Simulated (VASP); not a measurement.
Input of a VASP 6.6.1 run:

The input POSCAR:

```
Sn
1.0
    0.0000000000      3.5258469821      2.7501606460
    3.5258469821      0.0000000000      2.7501606460
    3.5258469821      3.5258469821      0.0000000000
Sn
2
Direct
    0.5000000000      0.5000000000      0.5000000000
    0.7500000000      0.7500000000      0.7500000000
```

Contents of INCAR.step1:

```
PREC = Accurate ; ENCUT = 520
ISMEAR = 0 ; SIGMA = 0.15
LREAL = F ; LASPH = T
NELM = 80 ; NBANDS = 21
GGA = PE ; ALGO = Normal
EDIFF = 1E-4 ; LWAVE = T
LCHARG = F
```

The input INCAR.step2:

```
PREC = Accurate ; ENCUT = 520
EDIFF = 1E-7 ; ISMEAR = 0
SIGMA = 0.15 ; LREAL = F
LASPH = T ; NELM = 80
ALGO = Normal ; ISIF = 2
LWAVE = F ; LCHARG = F
METAGGA = R2SCAN ; LMIXTAU = T
NBANDS = 21 ; ISTART = 1
```

Contents of KPOINTS:

```
regular mesh
0
Gamma
  10 10 10
```

Potentials or basis: VASP PAW PBE potentials, release 64 (Sn_d).

The run is started by

```console
$ cat potpaw_PBE.64/Sn_d/POTCAR > POTCAR
$ cp INCAR.step1 INCAR
$ mpirun -np 1 vasp_std > vasp.out
$ cp INCAR.step2 INCAR
$ mpirun -np 1 vasp_std > vasp.out
```

(1) Predict the pressure.

(2) Predict the band gap on the k mesh.

Results:

(1) 0.7 GPa.

(2) zero (bands 14 and 15 overlap by 0.77 eV).

Caveat: the PAW data sets were made with another functional, which shifts forces and pressure a little; spin-orbit coupling is left out, which moves the levels of the heavy elements.
